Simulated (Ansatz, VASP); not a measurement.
## Ba: VASP beside Ansatz

```
Ba
1.0
    -2.51694    2.51694    2.51694
     2.51694   -2.51694    2.51694
     2.51694    2.51694   -2.51694
Ba
1
Cartesian
  0.0000 0.0000 0.0000
```

Alike in both runs: functional PBE; k mesh 12 × 12 × 12; occupations fermi-dirac, width 0.15 eV; no spin polarisation.

Ansatz relaxed the structure, and its values are those at the end. VASP's run is a single point on that final structure, the one shown.

```csv
,VASP,Ansatz
version,VASP 6.6.1,Ansatz 0.2.0
potentials or method,"VASP PAW PBE potentials, release 64 (Ba_sv), cutoff 520 eV","scalar-relativistic, plane waves, PAW"
valence electrons in the cell,10,10
```

|  | VASP | Ansatz | Ansatz less VASP |
| --- | --- | --- | --- |
| gap on the k mesh at the Fermi level (eV) | none | none | - |
| pressure (GPa) | 0.0 | 0.0 | -0.05 |

A gap of «none» marks a metal or a gap that the smearing closes. With one functional, cell and mesh, what is left measures potentials, basis and numerics.

Neither program's run includes spin-orbit coupling.
